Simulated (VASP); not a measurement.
Runs of VASP 6.6.1 on LiF3. The structure is that of space group Im-3m (No. 229), or close to it. The cells are those of the table. 

```csv
task,cell,k mesh,cutoff (eV),gap on the mesh (eV),pressure (GPa),moment (μB),relaxed volume (Å³/atom)
single point,"a = 3.838 Å, angles 109.5°, 4 atoms",6 × 6 × 6,520,none,-,2.00,-
relaxation of cell and atoms,"relaxed from a = 3.895 Å, angles 109.5°, 4 atoms",6 × 6 × 6,600,none,-0.1,2.00,(a)
single point,"a = 3.895 Å, angles 109.5°, 4 atoms",6 × 6 × 6,520,none,-,2.00,-
relaxation of cell and atoms,"relaxed from a = 3.838 Å, angles 109.5°, 4 atoms",14 × 14 × 14,600,none,0.0,2.00,10.58
```

Alike in all rows: level PBE; potentials or basis VASP PAW PBE potentials, release 64 (Li_sv, F); spin collinear, ferromagnetic start; smearing gaussian 0.1 eV.

Q: Estimate the missing entries.

A: (a) 10.67.

Caveats: the cutoff is under 1.25 times the usual one of these potentials, so pressure, stress and relaxed cells hold a basis-set (Pulay) error.

A gap of «none» marks levels without a gap at the run's occupations.
